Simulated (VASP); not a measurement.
Sr:

```xyz
1
Lattice="4.3025 0.0000 0.0000 2.1513 3.7261 0.0000 2.1513 1.2420 3.5130" Properties=species:S:1:pos:R:3 pbc="T T T"
Sr    0.0000    0.0000    0.0000
```

- Program: VASP 6.6.1
- Task: relaxation of cell and atoms
- Functional: PBEsol
- Potentials or basis: VASP PAW PBE potentials, release 64 (Sr_sv)
- Cutoff: 600 eV
- k mesh: 6 × 6 × 6
- Occupations: methfessel-paxton, width 0.1 eV
- Spin: no spin polarisation

At the start: pressure -0.9 GPa; volume 56.32 Å³/atom.

**Question.** How do energy, volume and symmetry change on relaxing?

**Answer.** Over 3 steps the energy falls by 12.0 meV/atom and the volume is 52.28 Å³/atom (-7.2 %); space group Fm-3m (No. 225, to 0.1 Å) before and after.

The path:
```csv
step,energy change (eV),largest force (eV/Å),pressure (GPa),volume (Å³)
1,0.0000,0.0000,-0.87,56.32
2,-0.0099,0.0000,-0.40,53.86
3,-0.0120,0.0000,-0.03,52.28
```

Final structure:
```cif
data_structure
_symmetry_space_group_name_H-M 'P 1'
_symmetry_Int_Tables_number 1
_cell_length_a 4.1971
_cell_length_b 4.1971
_cell_length_c 4.1971
_cell_angle_alpha 60.000
_cell_angle_beta 60.000
_cell_angle_gamma 60.000
_cell_volume 52.28
loop_
_atom_site_label
_atom_site_type_symbol
_atom_site_fract_x
_atom_site_fract_y
_atom_site_fract_z
_atom_site_occupancy
Sr1 Sr 0.00000 0.00000 0.00000 1
```

Caveat: the PAW data sets were made with another functional, which shifts forces and pressure a little.
